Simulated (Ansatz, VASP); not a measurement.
# Two plane-wave programs on TaN

```xyz
2
Lattice="2.9380 0.0000 0.0000 -1.4690 2.5444 0.0000 0.0000 0.0000 2.8830" Properties=species:S:1:pos:R:3 pbc="T T T"
Ta    0.0000    0.0000    1.4415
N     1.4690    0.8481    0.0000
```

Alike in both runs: functional PBEsol; k mesh 10 × 10 × 9; occupations fermi-dirac, width 0.05 eV; non-collinear spin, spin-orbit coupling.

|  | VASP | Ansatz |
| --- | --- | --- |
| version | VASP 6.6.1 | Ansatz 0.2.0 |
| potentials or method | VASP PAW PBE potentials, release 64 (Ta_pv, N) | Ansatz PAW |
| plane-wave cutoff (eV) | 520 | 420 |
| valence electrons in the cell | 16 | 18 |
| task | single point | band structure |

```csv
,VASP,Ansatz,Ansatz less VASP
pressure (GPa),-3.7,-5.2,-1.52
"traceless stress, the component that is largest in VASP (GPa)",-0.20,-0.36,-0.153
net moment per atom (μB),0.00,0.00,0.000
```

VASP's potentials were made for PBE, not for PBEsol. The functional is the same, so the differences come from potentials, cutoffs and numerics. VASP's potentials hold 16 valence electrons a cell and Ansatz's 18, so a difference there can come from the potentials and not from the codes.
